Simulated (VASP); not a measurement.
A run of VASP 6.6.1:

Contents of INCAR:

```
SYSTEM = PbS
PREC = Accurate
ENCUT = 500
EDIFF = 1E-6
ISMEAR = 0
SIGMA = 0.02
LREAL = .False.
LASPH = .True.
NELM = 120
ALGO = Normal
ISIF = 2
LWAVE = .False.
LCHARG = .False.
GGA = PS
NBANDS = 17
GGA_COMPAT = .False.
```

KPOINTS

```
regular mesh
0
Gamma
  6 6 6
  0 0 0
```

Contents of POSCAR:

```
PbS
1.0
    4.0897000000      0.0000000000      0.0000000000
   -2.0448500000      3.5417800000      0.0000000000
    0.0000000000      0.0000000000      3.7881700000
Pb S
1 1
Direct
    0.0000000000      0.0000000000      0.0000000000
    0.6666666667      0.3333333333      0.5000000000
```

Potentials or basis: VASP PAW PBE potentials, release 64 (Pb_d, S).

Run with:

```console
$ cat potpaw_PBE.64/Pb_d/POTCAR potpaw_PBE.64/S/POTCAR > POTCAR
$ mpirun -np 1 vasp_std > vasp.out
```

Hardware: 1 thread of Intel(R) Xeon(R) Platinum 8488C (Sapphire Rapids), with other jobs on the host.

Estimate the wall time of this run.

It took 16 s on 1 thread of Intel(R) Xeon(R) Platinum 8488C (Sapphire Rapids) (shared host), peak memory 0.17 GiB. Counts: scf iterations 12, k points 28.
